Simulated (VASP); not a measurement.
# H3C18N in VASP: single point with PBE+D3(BJ)

Aim: the single point of H3C18N with PBE+D3(BJ).

Program: VASP 6.6.1. These are calculated values, not measurements. Logs are shortened: lines on timing, memory, paths and dates and some standing lists are left out, and cuts for length are marked.

### 1 The cell of the first run

The cell holds a slab with vacuum, 22 atoms: a = 7.398 Å, b = 7.398 Å, c = 11.000 Å, α = 90.00°, β = 90.00°, γ = 120.00°.

### 2 Single point, PBE+D3(BJ)

INCAR

```
SYSTEM = H3C18N
PREC = Accurate
ENCUT = 520
EDIFF = 1E-7
ISMEAR = -1
SIGMA = 0.05
LREAL = Auto
LASPH = .True.
NELM = 80
ALGO = Normal
ISIF = 2
LWAVE = .False.
LCHARG = .False.
GGA = PE
IVDW = 12
NBANDS = 57
```

KPOINTS

```
Automatic mesh
0
Gamma
  2 2 1
  0 0 0
```

POSCAR

```
H3C18N
1.0
    7.3980000000      0.0000000000      0.0000000000
   -3.6990000000      6.4068560000      0.0000000000
    0.0000000000      0.0000000000     11.0000000000
C N H
18 1 3
Direct
    0.0048559862      0.0118473324      0.0650568882
    0.2254487287      0.1220698701      0.0648416529
    0.0036161819      0.3437981406      0.0651619777
    0.2265620042      0.4552680232      0.0650402945
    0.0035367904      0.6783558009      0.0651010638
    0.2267218997      0.7899831417      0.0651619665
    0.3370259506      0.0105600727      0.0649201935
    0.5598402898      0.1219407395      0.0647981602
    0.3368804902      0.3449387154      0.0645460796
    0.5600531096      0.4565422788      0.0641730227
    0.3381289583      0.6785059210      0.0651355012
    0.5587317194      0.7887977683      0.0650083268
    0.6701484561      0.0116953065      0.0650281624
    0.8933078716      0.1232107557      0.0650921949
    0.6714245080      0.3450462401      0.0644743837
    0.8920326532      0.4553990290      0.0649582218
    0.6703189769      0.6771804302      0.0646644969
    0.8932509442      0.7886661115      0.0649941393
    0.5220237744      0.3691523422      0.3656379522
    0.5290617989      0.4075915638      0.4554520579
    0.6694730775      0.4599781657      0.3319494655
    0.4323162301      0.4205856508      0.3242584978
```

Potentials or basis: VASP PAW PBE potentials, release 64 (C, N, H).

Launch:

```bash
$ cat potpaw_PBE.64/C/POTCAR potpaw_PBE.64/N/POTCAR potpaw_PBE.64/H/POTCAR > POTCAR
$ mpirun -np 1 vasp_std > vasp.out
```

OUTCAR:

```text
SYSTEM = H3C18N
   PREC = Accurate
   ENCUT = 520
   EDIFF = 1E-7
   ISMEAR = -1
   LREAL = Auto
   LASPH = .True.
   NELM = 80
   ISIF = 2
   GGA = PE
   IVDW = 12
 IVDW          = 12

 ion  position               nearest neighbor table
   1  0.005  0.012  0.065-   2 1.41  14 1.43  18 1.43
   2  0.225  0.122  0.065-   1 1.41   9 1.43   7 1.43
   3  0.004  0.344  0.065-  14 1.41   4 1.43  16 1.43
   4  0.227  0.455  0.065-   9 1.41   3 1.43  11 1.43
   5  0.004  0.678  0.065-  18 1.41  16 1.43   6 1.43
   6  0.227  0.790  0.065-   7 1.41  11 1.43   5 1.43
[... 11 lines left out ...]
  18  0.893  0.789  0.065-   5 1.41  17 1.43   1 1.43
  19  0.522  0.369  0.366-  20 1.02  22 1.02  21 1.02
  20  0.529  0.408  0.455-  19 1.02
  21  0.669  0.460  0.332-  19 1.02
  22  0.432  0.421  0.324-  19 1.02

  LATTYP: Found a hexagonal cell.
 ALAT       =     7.3980000000
 C/A-ratio  =     1.4868883482

  Lattice vectors:

 A1 = (   7.3980000000,   0.0000000000,   0.0000000000)
 A2 = (  -3.6990000000,   6.4068560000,   0.0000000000)
 A3 = (   0.0000000000,   0.0000000000,  11.0000000000)

Analysis of symmetry for initial positions (statically):
=====================================================================
 Subroutine PRICEL returns:
 Original cell was already a primitive cell.

 Routine SETGRP: Setting up the symmetry group for a
 hexagonal supercell.

 Subroutine GETGRP returns: Found  1 space group operations
 (whereof  1 operations were pure point group operations)
 out of a pool of 24 trial point group operations.

The static configuration has the point symmetry C_1 .

Analysis of symmetry for dynamics (positions and initial velocities):
=====================================================================
 Subroutine PRICEL returns:
 Original cell was already a primitive cell.

 Routine SETGRP: Setting up the symmetry group for a
 hexagonal supercell.

 Subroutine GETGRP returns: Found  1 space group operations
 (whereof  1 operations were pure point group operations)
 out of a pool of 24 trial point group operations.

The dynamic configuration has the point symmetry C_1 .

 Subroutine INISYM returns: Found  1 space group operations
 (whereof  1 operations are pure point group operations),
 and found     1 'primitive' translations

----------------------------------------------------------------------------------------

[... 114 lines left out ...]
   NSW    =      0    number of steps for IOM
   IBRION =     -1    ionic relax: 0-MD 1-quasi-New 2-CG
   NFREE  =      0    steps in history (QN), initial steepest desc. (CG)
   ISIF   =      2    stress and relaxation
   ISYM   =      2    0-nonsym 1-usesym 2-fastsym
   POTIM  = 0.5000    time-step for ionic-motion
   TEBEG  =    0.0;   TEEND  =   0.0 temperature during run
   PSTRESS=    0.0 pullay stress
   NELECT =      80.0000    total number of electrons
   NUPDOWN=      -1.0000    fix difference up-down
   EMIN   =  10.00;   EMAX   =-10.00  energy-range for DOS
   EFERMI =   0.00;   METHOD = LEGACY
   ISMEAR =    -1;   SIGMA  =   0.05  broadening in eV -4-tet -1-fermi 0-gaus
   EFERMI_NEDOS =   21; number of points for ismear=-14 and -15
   IALGO  =     38    algorithm
   IMIX   =      4    mixing-type and parameters
     AMIX     =   0.40;   BMIX     =  1.00
     AMIX_MAG =   1.60;   BMIX_MAG =  1.00
  volume/ion in A,a.u.               =      23.70       159.93
  Fermi-wavevector in a.u.,A,eV,Ry     =   0.876437  1.656226 10.451210  0.768142
  Thomas-Fermi vector in A             =   1.996247
   LORBIT       =      0    0 simple, 1 ext, 2 COOP (PROOUT), +10 PAW based schemes
   GGA     = PE    functional components
   LHFCALC =     F    Hartree Fock is set to
   AEXX    =    0.0000 exact exchange contribution
   IVDW    =    12    specifies the selected vdW correction
   LEPSILON=     F    determine dielectric tensor
   LRPA    =     F    only Hartree local field effects (RPA)
 non-spin polarized calculation
  energy-cutoff  :      520.00
  volume of cell :      521.38
 maximum number of plane-waves:     14099
 NGX is ok and might be reduce to    56
   NGX = 27   NGY = 27   NGZ = 41

 number of electron      79.9999997 magnetization

 Free energy of the ion-electron system (eV)
  ---------------------------------------------------
  ext. energy  EPLUGINS =         0.00000000
  ---------------------------------------------------
  free energy    TOTEN  =      -185.18531652 eV

  energy without entropy =     -185.13482270  energy(sigma->0) =     -185.16006961

 E-fermi :  -1.3049     XC(G=0):  -4.5587

 val. band max:       -1.3717895714   @ k =   0.0000   0.0000   0.0000
 cond. band min:      -1.2372728621   @ k =   0.0000   0.0000   0.0000
 fundamental gap:      0.1345167093
 Fermi energy:        -1.3048714073

 k-point     1 :       0.0000    0.0000    0.0000
  band No.  band energies     occupation
      1     -20.8269      2.00000
      2     -18.2871      2.00000
      3     -18.2759      2.00000
      4     -18.2689      2.00000
      5     -18.2573      2.00000
      6     -18.2063      2.00000
[... 209 lines left out ...]
     51       4.4117      0.00000
     52       4.4401      0.00000
 [bands above 52 left out]

------------------------ aborting loop because EDIFF is reached ----------------------------------------

 Edisp (eV)   -1.76127

 E8    (eV) :    -0.5332

  FORCE on cell =-STRESS in cart. coord.  units (eV):
  Direction    XX          YY          ZZ          XY          YZ          ZX
  --------------------------------------------------------------------------------------
  -------------------------------------------------------------------------------------
  Total       0.95454     0.97196    -0.21606     0.00506    -0.01653    -0.00164
  in kB       2.93327     2.98680    -0.66394     0.01556    -0.05080    -0.00504
  external pressure =        1.75 kB  Pullay stress =        0.00 kB

 VOLUME and BASIS-vectors are now :
 -----------------------------------------------------------------------------
  energy-cutoff  :      520.00
  volume of cell :      521.38
      direct lattice vectors                 reciprocal lattice vectors
     7.398000000  0.000000000  0.000000000     0.135171668  0.078041398  0.000000000
    -3.699000000  6.406856000  0.000000000     0.000000000  0.156082796  0.000000000
     0.000000000  0.000000000 11.000000000     0.000000000  0.000000000  0.090909091

 POSITION                                       TOTAL-FORCE (eV/Angst)
 -----------------------------------------------------------------------------------
     -0.00790      0.07590      0.71563        -0.012347     -0.004255     -0.000080
      1.21633      0.78208      0.71326         0.011617      0.009457     -0.001585
     -1.24496      2.20267      0.71678        -0.000407      0.005053      0.001400
     -0.00793      2.91684      0.71544        -0.015742      0.003522     -0.000971
     -2.48307      4.34613      0.71611         0.010352     -0.004732      0.001334
     -1.24486      5.06131      0.71678        -0.006972     -0.007584      0.001808
[... 14 lines left out ...]
      3.25130      2.94701      3.65144        -0.011732     -0.030335      0.003690
      1.64253      2.69463      3.56684         0.005954     -0.020864      0.001521
 -----------------------------------------------------------------------------------
    total drift:                               -0.006618     -0.017539      0.014541

  FREE ENERGIE OF THE ION-ELECTRON SYSTEM (eV)
  ---------------------------------------------------
  free  energy   TOTEN  =      -186.9465895744 eV

  energy  without entropy=     -186.8960957496  energy(sigma->0) =     -186.92134266
```

OSZICAR:

```text
N       E                     dE             d eps       ncg     rms          rms(c)
DAV:   1     0.604366895837E+03    0.60437E+03   -0.32778E+04   456   0.113E+03
DAV:   2    -0.107234182063E+03   -0.71160E+03   -0.68007E+03   654   0.273E+02
DAV:   3    -0.196934357711E+03   -0.89700E+02   -0.89048E+02   544   0.100E+02
[... 15 lines left out ...]
DAV:  19    -0.185185309532E+03   -0.17647E-04   -0.22901E-06   446   0.347E-03    0.828E-04
DAV:  20    -0.185185315508E+03   -0.59764E-05   -0.93433E-07   423   0.214E-03    0.509E-04
DAV:  21    -0.185185316099E+03   -0.59086E-06   -0.77271E-08   440   0.859E-04    0.252E-04
DAV:  22    -0.185185316445E+03   -0.34571E-06   -0.28519E-08   376   0.526E-04    0.142E-04
DAV:  23    -0.185185316523E+03   -0.78646E-07   -0.62968E-09   368   0.275E-04
   1 F= -.18694659E+03 E0= -.18692134E+03  d E =-.504938E-01
```

stdout:

```text
POSCAR found type information on POSCAR C N H
 POSCAR found :  3 types and      22 ions
 scaLAPACK will be used
 LDA part: xc-table for (Slater+PW92), standard interpolation
 POSCAR, INCAR and KPOINTS ok, starting setup
 FFT: planning ... GRIDC
 FFT: planning ... GRID_SOFT
 FFT: planning ... GRID
 WAVECAR not read
 entering main loop
```

Run time: 3.8 min. Hardware: 1 thread of Intel Xeon Platinum 8259CL at 2.50GHz (Skylake/Cascade Lake), shared host; peak memory 0.6 GiB.

What came out:

```yaml
Free_energy: -186.9466 eV
Largest_force: 0.074 eV/Å
Band_gap_on_the_k_mesh: 0.13 eV, direct
Dispersion_energy_per_atom: -0.080 eV
```

Forces on the atoms (eV/Å):
```
C   -0.012 -0.004  0.000
C    0.012  0.009 -0.002
C    0.000  0.005  0.001
C   -0.016  0.004 -0.001
C    0.010 -0.005  0.001
C   -0.007 -0.008  0.002
C    0.009  0.009 -0.001
C   -0.004  0.011  0.000
C    0.009 -0.001 -0.001
C    0.003 -0.014 -0.002
C   -0.004  0.000 -0.001
C    0.004  0.007 -0.002
C    0.009 -0.012  0.001
C    0.008 -0.014  0.000
C   -0.012 -0.002  0.001
C    0.006  0.000  0.001
C   -0.004  0.014  0.002
C   -0.013  0.000  0.002
N    0.003  0.073  0.008
H    0.004 -0.021 -0.016
H   -0.012 -0.030  0.004
H    0.006 -0.021  0.002
```

Caveat: the k points lie up to 0.49 Å⁻¹ apart.
